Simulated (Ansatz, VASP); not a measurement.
**One calculation of Sr3P, two programs**

```
Sr P
1.0
     5.10246    0.00000    0.00000
     0.00000    5.10246    0.00000
     0.00000    0.00000    5.10246
Sr P
3 1
Direct
  0.00000 0.50000 0.50000
  0.50000 0.00000 0.50000
  0.50000 0.50000 0.00000
  0.00000 0.00000 0.00000
```

Alike in both runs: task relaxation of cell and atoms; functional PBE; k mesh 10 × 10 × 10; occupations gaussian, width 0.1 eV; no spin polarisation.

|  | VASP | Ansatz |
| --- | --- | --- |
| version | VASP 6.6.1 | Ansatz 0.2.0 |
| potentials or method | VASP PAW PBE potentials, release 64 (Sr_sv, P), cutoff 600 eV | scalar-relativistic, plane waves, PAW |
| valence electrons in the cell | 35 | 35 |

|  | VASP | Ansatz | Ansatz less VASP |
| --- | --- | --- | --- |
| gap on the k mesh at the Fermi level, each at its own relaxed structure (eV) | none | none | - |
| relaxed volume (Å³/atom) | 33.73 | 33.61 | -0.116 |
| relaxed cell length with the largest relative difference (Å) | 5.129 | 5.123 | -0.0059 |

A gap of «none» marks a metal or a gap that the smearing closes.
